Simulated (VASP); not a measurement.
# Rh (Fm-3m) in VASP: notebook

Rh is run at these levels: revPBE+D4, LDA, PBE; tasks: relaxation of cell and atoms, single point.

Program: VASP 6.6.1. These are calculated values, not measurements. Logs are shortened: lines on timing, memory, paths and dates and some standing lists are left out, and cuts for length are marked.

## 1. The cell of the first run

The structure is cubic, space group Fm-3m (No. 225). Conventional cell: a = 3.796 Å, b = 3.796 Å, c = 3.796 Å, α = 90.00°, β = 90.00°, γ = 90.00°. Within 3.5 Å of Rh (site symmetry m-3m) lie 12 Rh at 2.68 Å.

## 2. Relaxation of cell and atoms, revPBE+D4

INCAR reads:

```
SYSTEM = Rh
PREC = Accurate
ENCUT = 600
EDIFF = 1E-6
ISMEAR = -1
SIGMA = 0.05
LREAL = .False.
LASPH = .True.
NELM = 80
ALGO = Normal
ISIF = 3
LWAVE = .False.
LCHARG = .False.
GGA = RE
IVDW = 13
IBRION = 2
NSW = 80
EDIFFG = -0.005
```

KPOINTS reads:

```
Automatic mesh
0
Gamma
  12 12 12
  0 0 0
```

POSCAR reads:

```
Rh
1.0
    0.0000000000      1.8978500000      1.8978500000
    1.8978500000      0.0000000000      1.8978500000
    1.8978500000      1.8978500000      0.0000000000
Rh
1
Direct
    0.0000000000      0.0000000000      0.0000000000
```

Potentials or basis: VASP PAW PBE potentials, release 64 (Rh_pv).

On the command line:

```bash
$ cat potpaw_PBE.64/Rh_pv/POTCAR > POTCAR
$ mpirun -np 1 vasp_std > vasp.out
```

OUTCAR:

```text
SYSTEM = Rh
   PREC = Accurate
   ENCUT = 600
   EDIFF = 1E-6
   ISMEAR = -1
   LREAL = .False.
   LASPH = .True.
   NELM = 80
   ISIF = 3
   GGA = RE
   IVDW = 13
   IBRION = 2
   NSW = 80
   EDIFFG = -0.005

 ion  position               nearest neighbor table
   1  0.000  0.000  0.000-

  LATTYP: Found a face centered cubic cell.
 ALAT       =     3.7957000000

  Lattice vectors:

 A1 = (   0.0000000000,   1.8978500000,   1.8978500000)
 A2 = (   1.8978500000,   0.0000000000,   1.8978500000)
 A3 = (   1.8978500000,   1.8978500000,   0.0000000000)

Analysis of symmetry for initial positions (statically):
[... 33 lines left out ...]
                                     Primitive cell

  volume of cell :      13.6715

  direct lattice vectors                    reciprocal lattice vectors
     0.000000000  1.897850000  1.897850000    -0.263456016  0.263456016  0.263456016
     1.897850000  0.000000000  1.897850000     0.263456016 -0.263456016  0.263456016
     1.897850000  1.897850000  0.000000000     0.263456016  0.263456016 -0.263456016

  length of vectors
     2.683965209  2.683965209  2.683965209     0.456319205  0.456319205  0.456319205

  position of ions in fractional coordinates (direct lattice)
     0.000000000  0.000000000  0.000000000

  ion indices of the primitive-cell ions
   primitive index   ion index
                 1           1

----------------------------------------------------------------------------------------

 KPOINTS: Automatic mesh

Automatic generation of k-mesh.
 Grid dimensions read from file:
 generate k-points for:   12   12   12

 Generating k-lattice:

  Cartesian coordinates                     Fractional coordinates (reciprocal lattice)
    -0.021954668  0.021954668  0.021954668     0.083333333  0.000000000  0.000000000
     0.021954668 -0.021954668  0.021954668     0.000000000  0.083333333  0.000000000
     0.021954668  0.021954668 -0.021954668     0.000000000  0.000000000  0.083333333

  Length of vectors
     0.038026600  0.038026600  0.038026600

  Shift w.r.t. Gamma in fractional coordinates (k-lattice)
     0.000000000  0.000000000  0.000000000

 Subroutine IBZKPT returns following result:
 ===========================================

 Found     72 irreducible k-points:

 Following reciprocal coordinates:
            Coordinates               Weight
  0.000000  0.000000  0.000000      1.000000
  0.083333  0.000000  0.000000      8.000000
  0.166667  0.000000  0.000000      8.000000
  0.250000  0.000000  0.000000      8.000000
  0.333333  0.000000  0.000000      8.000000
  0.416667  0.000000  0.000000      8.000000
[... 16 lines left out ...]
  0.500000  0.166667  0.000000     24.000000
 -0.416667  0.166667  0.000000     24.000000
 [... further k-points ...]
   k-points           NKPTS =     72   k-points in BZ     NKDIM =     72   number of bands    NBANDS=     11
   number of dos      NEDOS =    301   number of ions     NIONS =      1
   total plane-waves  NPLWV =  13824
   dimension x,y,z NGX =    24 NGY =   24 NGZ =   24
   dimension x,y,z NGXF=    48 NGYF=   48 NGZF=   48
   ions per type =               1
   NGX,Y,Z   is equivalent  to a cutoff of  14.87, 14.87, 14.87 a.u.
   NGXF,Y,Z  is equivalent  to a cutoff of  29.73, 29.73, 29.73 a.u.
 SYSTEM =  Rh
   PREC   = accura    normal or accurate (medium, high low for compatibility)
   ISTART =      0    job   : 0-new  1-cont  2-samecut
   ICHARG =      2    charge: 1-file 2-atom 10-const
   ISPIN  =      1    spin polarized calculation?
   LNONCOLLINEAR =      F non collinear calculations
   LSORBIT =      F    spin-orbit coupling
   LASPH  =      T    aspherical Exc in radial PAW
   ENCUT  =  600.0 eV  44.10 Ry    6.64 a.u.   5.36  5.36  5.36*2*pi/ulx,y,z
   NELM   =     80;   NELMIN=  2; NELMDL= -5     # of ELM steps
   EDIFF  = 0.1E-05   stopping-criterion for ELM
   LREAL  =      F    real-space projection
   EDIFFG = -.5E-02   stopping-criterion for IOM
   NSW    =     80    number of steps for IOM
   IBRION =      2    ionic relax: 0-MD 1-quasi-New 2-CG
   NFREE  =      1    steps in history (QN), initial steepest desc. (CG)
   ISIF   =      3    stress and relaxation
   ISYM   =      2    0-nonsym 1-usesym 2-fastsym
   POTIM  = 0.5000    time-step for ionic-motion
   TEBEG  =    0.0;   TEEND  =   0.0 temperature during run
   PSTRESS=    0.0 pullay stress
   NELECT =      15.0000    total number of electrons
   NUPDOWN=      -1.0000    fix difference up-down
   EMIN   =  10.00;   EMAX   =-10.00  energy-range for DOS
   EFERMI =   0.00;   METHOD = LEGACY
   ISMEAR =    -1;   SIGMA  =   0.05  broadening in eV -4-tet -1-fermi 0-gaus
   EFERMI_NEDOS =   21; number of points for ismear=-14 and -15
   IALGO  =     38    algorithm
   IMIX   =      4    mixing-type and parameters
     AMIX     =   0.40;   BMIX     =  1.00
     AMIX_MAG =   1.60;   BMIX_MAG =  1.00
  volume/ion in A,a.u.               =      13.67        92.26
  Fermi-wavevector in a.u.,A,eV,Ry     =   1.688496  3.190795 38.790465  2.851019
  Thomas-Fermi vector in A             =   2.770792
   LORBIT       =      0    0 simple, 1 ext, 2 COOP (PROOUT), +10 PAW based schemes
   GGA     = RE    functional components
   LHFCALC =     F    Hartree Fock is set to
   AEXX    =    0.0000 exact exchange contribution
   IVDW    =    13    specifies the selected vdW correction
   LEPSILON=     F    determine dielectric tensor
   LRPA    =     F    only Hartree local field effects (RPA)
 conjugate gradient relaxation of ions
 non-spin polarized calculation
  energy-cutoff  :      600.00
  volume of cell :       13.67
 maximum number of plane-waves:       471
 NGX is ok and might be reduce to    24
   NGX = 11   NGY = 11   NGZ = 11

--------------------------------------- Ionic step        1  -------------------------------------------

 number of electron      15.0000002 magnetization

 Free energy of the ion-electron system (eV)
  ---------------------------------------------------
  ext. energy  EPLUGINS =         0.00000000
  ---------------------------------------------------
  free energy    TOTEN  =        -6.73879362 eV

  energy without entropy =       -6.73036839  energy(sigma->0) =       -6.73458100

------------------------ aborting loop because EDIFF is reached ----------------------------------------

  DFT-D4 for vdW energy calculation

  Edisp (eV):   -1.42293
[... 108 lines left out ...]
--------------------------------------- Ionic step        4  -------------------------------------------

 number of electron      15.0000002 magnetization

 Free energy of the ion-electron system (eV)
  ---------------------------------------------------
  ext. energy  EPLUGINS =         0.00000000
  ---------------------------------------------------
  free energy    TOTEN  =        -6.71726877 eV

  energy without entropy =       -6.70917543  energy(sigma->0) =       -6.71322210

 E-fermi :  12.4253     XC(G=0): -14.1249

 val. band max:       12.3389758515   @ k =  -0.3333   0.3333   0.0000
 cond. band min:      12.4548693472   @ k =   0.3333   0.1667   0.0000
 fundamental gap:      0.1158934957
 Fermi energy:        12.4253203894

 k-point     1 :       0.0000    0.0000    0.0000
  band No.  band energies     occupation
      1     -34.0300      2.00000
      2     -34.0300      2.00000
      3     -34.0300      2.00000
      4       4.3037      2.00000
      5       9.2132      2.00000
      6       9.2132      2.00000
      7       9.2132      2.00000
      8      11.3716      2.00000
      9      11.3716      2.00000
     10      28.4015      0.00000
     11      32.8803      0.00000
[... 309 lines left out ...]
 k-point    24 :      -0.4167    0.1667    0.0000
  band No.  band energies     occupation
      1     -34.7514      2.00000
      2     -34.2842      2.00000
      3     -34.1689      2.00000
      4       6.8497      2.00000
      5       8.5203      2.00000
      6       9.8232      2.00000
      7      10.2808      2.00000
      8      12.6699      0.01490
      9      16.6342      0.00000
     10      21.4087      0.00000
     11      28.5930      0.00000

 [... further k-points ...]

------------------------ aborting loop because EDIFF is reached ----------------------------------------

  DFT-D4 for vdW energy calculation

  Edisp (eV):   -1.44877
[... 24 lines left out ...]
  FREE ENERGIE OF THE ION-ELECTRON SYSTEM (eV)
  ---------------------------------------------------
  free  energy   TOTEN  =        -8.1660402991 eV

  energy  without entropy=       -8.1579469602  energy(sigma->0) =       -8.16199363

 reached required accuracy - stopping structural energy minimisation
```

OSZICAR:

```text
N       E                     dE             d eps       ncg     rms          rms(c)
DAV:   1     0.125583289855E+03    0.12558E+03   -0.10440E+04  1584   0.163E+03
[... 26 lines left out ...]
DAV:   6    -0.671782866088E+01    0.11116E-04   -0.10898E-05  1656   0.514E-02    0.398E-03
DAV:   7    -0.671782809802E+01    0.56286E-06   -0.63582E-08  1035   0.366E-03
   3 F= -.81660402E+01 E0= -.81619897E+01  d E =-.431772E-02
       N       E                     dE             d eps       ncg     rms          rms(c)
DAV:   1    -0.671731829989E+01    0.51036E-03   -0.73272E-04  1671   0.454E-01    0.500E-02
DAV:   2    -0.671726865367E+01    0.49646E-04   -0.11257E-04  1650   0.163E-01    0.908E-03
DAV:   3    -0.671726877063E+01   -0.11696E-06   -0.19767E-06  1527   0.196E-02
   4 F= -.81660403E+01 E0= -.81619936E+01  d E =-.431782E-02
```

CONTCAR:

```text
Rh
   1.00000000000000
    -0.0000000000000000    1.8859767746722793    1.8859767746722793
     1.8859767746722793   -0.0000000000000000    1.8859767746722793
     1.8859767746722793    1.8859767746722793   -0.0000000000000000
  Rh
     1
Direct
     1.0000000000000000    0.0000000000000000    0.0000000000000000

  0.00000000E+00  0.00000000E+00  0.00000000E+00
```

Run time: 57 s. Hardware: 1 thread of AMD EPYC 7R13 (Zen 3), shared host; peak memory 0.12 GiB.

Results:

| Property | Result |
| --- | --- |
| Free energy | -8.1660 eV |
| Relaxed volume | 13.42 Å³/atom |
| Relaxed cell | a = 2.667 Å, b = 2.667 Å, c = 2.667 Å, α = 60.00°, β = 60.00°, γ = 60.00° |
| Space group after relaxing (to 0.05 Å) | Fm-3m (No. 225) |
| Energy gained by relaxing | 4.3 meV/atom |
| Ionic steps | 4 |
| Pressure after relaxing | 0.0 GPa |
| Dispersion energy per atom | -1.449 eV |

Step by step:
```csv
step,energy change (eV),largest force (eV/Å),pressure (GPa),volume (Å³)
1,0.0000,0.0000,-5.17,13.67
2,0.0229,0.0000,15.26,12.82
3,-0.0043,0.0000,-0.13,13.42
4,-0.0043,0.0000,0.05,13.42
```

Final structure:
```cif
data_structure
_symmetry_space_group_name_H-M 'P 1'
_symmetry_Int_Tables_number 1
_cell_length_a 2.6672
_cell_length_b 2.6672
_cell_length_c 2.6672
_cell_angle_alpha 60.000
_cell_angle_beta 60.000
_cell_angle_gamma 60.000
_cell_volume 13.42
loop_
_atom_site_label
_atom_site_type_symbol
_atom_site_fract_x
_atom_site_fract_y
_atom_site_fract_z
_atom_site_occupancy
Rh1 Rh 0.00000 0.00000 0.00000 1
```

Levels at points of the mesh, in eV from the Fermi level:
```
           k point  band 4  band 5  band 6  band 7  band 8  band 9  band 10  band 11
(0.00, 0.00, 0.00)   -8.12   -3.21   -3.21   -3.21   -1.05   -1.05    15.98    20.45
(0.50, 0.00, 0.00)   -6.33   -3.30   -3.30    0.57    0.57    0.72     8.90    15.49
(0.50, 0.50, 0.00)   -6.56   -6.18    0.54    1.00    1.00    3.31    12.59    13.49
```

Caveat: the PAW data sets were made with another functional, which shifts forces and pressure a little; pairwise dispersion overbinds metals, which lowers pressure and volume.

## 3. Single point, LDA, non-collinear spin, zero start, spin-orbit coupling

INCAR reads:

```
ALGO = Normal
EDIFF = 1E-6
ENCUT = 520
GGA_COMPAT = F
ISIF = 2
ISMEAR = -1
LASPH = T
LCHARG = F
LMAXMIX = 4
LORBIT = 11
LORBMOM = T
LREAL = F
LSORBIT = T
LWAVE = F
MAGMOM = 0 0 0
NBANDS = 26
NELM = 150
PREC = Accurate
SIGMA = 0.05
```

KPOINTS reads:

```
k-points
0
Gamma
  9 9 9
```

POSCAR is that of step 2.

Potentials or basis: VASP PAW LDA potentials, release 64 (Rh_pv).

On the command line:

```bash
$ cat potpaw_LDA.64/Rh_pv/POTCAR > POTCAR
$ mpirun -np 1 vasp_ncl > vasp.out
```

OUTCAR:

```text
EDIFF = 1E-6
   ENCUT = 520
   ISIF = 2
   ISMEAR = -1
   LASPH = T
   LORBIT = 11
   LREAL = F
   LSORBIT = T
   NELM = 150
   PREC = Accurate

 ion  position               nearest neighbor table
   1  0.000  0.000  0.000-

  LATTYP: Found a face centered cubic cell.
 ALAT       =     3.7957000000

  Lattice vectors:

 A1 = (   0.0000000000,   1.8978500000,   1.8978500000)
 A2 = (   1.8978500000,   0.0000000000,   1.8978500000)
 A3 = (   1.8978500000,   1.8978500000,   0.0000000000)

Analysis of symmetry for initial positions (statically):
[... 25 lines left out ...]
The dynamic configuration has the point symmetry O_h .

Analysis of structural, dynamic, and magnetic symmetry:
=====================================================================
 Subroutine PRICEL returns:
[... 7 lines left out ...]
 out of a pool of 48 trial point group operations.

The overall configuration has the point symmetry O_h .

 Subroutine INISYM returns: Found 48 space group operations
[... 5 lines left out ...]
                                     Primitive cell

  volume of cell :      13.6715

  direct lattice vectors                    reciprocal lattice vectors
     0.000000000  1.897850000  1.897850000    -0.263456016  0.263456016  0.263456016
     1.897850000  0.000000000  1.897850000     0.263456016 -0.263456016  0.263456016
     1.897850000  1.897850000  0.000000000     0.263456016  0.263456016 -0.263456016

[... 863 lines left out ...]
  free  energy   TOTEN  =        -8.8337749576 eV

  energy  without entropy=       -8.8261592009  energy(sigma->0) =       -8.82996708

 orbital moment (x)

 # of ion     p       d       tot
 ----------------------------------------
  1        -0.000  -0.000  -0.000
 ----------------------------------------
           -0.000  -0.000  -0.000

 orbital moment (y)

 # of ion     p       d       tot
 ----------------------------------------
  1         0.000   0.000   0.000
 ----------------------------------------
            0.000   0.000   0.000

 orbital moment (z)

 # of ion     p       d       tot
 ----------------------------------------
  1         0.000   0.000   0.000
 ----------------------------------------
            0.000   0.000   0.000

 Spin-Orbit-Coupling matrix elements

 Ion:    1  E_soc:     -0.3235861
 l=   1
     0.0000000    -0.0427903    -0.0427903
    -0.0427903     0.0000000    -0.0427903
    -0.0427903    -0.0427903     0.0000000
 l=   2
     0.0000000    -0.0016833     0.0000000    -0.0016833    -0.0094575
    -0.0016833     0.0000000    -0.0070931    -0.0016833    -0.0023644
     0.0000000    -0.0070931     0.0000000    -0.0070931     0.0000000
    -0.0016833    -0.0016833    -0.0070931     0.0000000    -0.0023644
    -0.0094575    -0.0023644     0.0000000    -0.0023644     0.0000000
 l=   3
     0.0000000     0.0000000     0.0000000     0.0000000     0.0000000     0.0000000     0.0000000
     0.0000000     0.0000000     0.0000000     0.0000000     0.0000000     0.0000000     0.0000000
     0.0000000     0.0000000     0.0000000     0.0000000     0.0000000     0.0000000     0.0000000
     0.0000000     0.0000000     0.0000000     0.0000000     0.0000000     0.0000000     0.0000000
     0.0000000     0.0000000     0.0000000     0.0000000     0.0000000     0.0000000     0.0000000
     0.0000000     0.0000000     0.0000000     0.0000000     0.0000000     0.0000000     0.0000000
     0.0000000     0.0000000     0.0000000     0.0000000     0.0000000     0.0000000     0.0000000

 total charge

# of ion       s       p       d       tot
------------------------------------------
    1        0.421   6.311   7.065  13.797

 magnetization (x)

# of ion       s       p       d       tot
------------------------------------------
    1        0.000  -0.000  -0.000  -0.000

 magnetization (y)

# of ion       s       p       d       tot
------------------------------------------
    1        0.000  -0.000  -0.000  -0.000

 magnetization (z)

# of ion       s       p       d       tot
------------------------------------------
    1        0.000  -0.000  -0.000   0.000
```

OSZICAR:

```text
N       E                     dE             d eps       ncg     rms          rms(c)
DAV:   1     0.166197866113E+03    0.16620E+03   -0.86587E+03  1820   0.132E+03
DAV:   2    -0.484536324550E+01   -0.17104E+03   -0.16347E+03  1904   0.422E+02
DAV:   3    -0.939457447145E+01   -0.45492E+01   -0.45073E+01  2040   0.763E+01
DAV:   4    -0.942390179525E+01   -0.29327E-01   -0.29318E-01  2100   0.609E+00
DAV:   5    -0.942429270849E+01   -0.39091E-03   -0.39086E-03  2204   0.691E-01    0.108E+01
DAV:   6    -0.885504172059E+01    0.56925E+00   -0.93615E-01  1950   0.144E+01    0.374E+00
DAV:   7    -0.883919475190E+01    0.15847E-01   -0.68663E-02  2218   0.206E+00    0.179E+00
DAV:   8    -0.883412650386E+01    0.50682E-02   -0.40832E-03  2086   0.869E-01    0.823E-01
DAV:   9    -0.883380054077E+01    0.32596E-03   -0.29910E-04  2116   0.246E-01    0.516E-02
DAV:  10    -0.883377258197E+01    0.27959E-04   -0.97019E-05  2134   0.148E-01    0.211E-02
DAV:  11    -0.883377513497E+01   -0.25530E-05   -0.29971E-06  2090   0.203E-02    0.341E-03
DAV:  12    -0.883377495758E+01    0.17738E-06   -0.38543E-07  1274   0.848E-03
   1 F= -.88337750E+01 E0= -.88299671E+01  d E =-.761576E-02  mag=    -0.0000    -0.0000     0.0000
```

Wall time 33 s (1 thread of AMD EPYC 7R13 (Zen 3), shared host); peak memory 0.12 GiB.

Results:

```
Free energy                                           : -8.8338 eV
Pressure                                              : -8.5 GPa
Net moment                                            : 0.00 μB per cell
Valence electrons inside the program's atomic spheres : Rh 13.80
```

Moments on the atoms (μB; x, y, z):
```
Rh  0.00 0.00 0.00
```

[end of part 1 of 2]
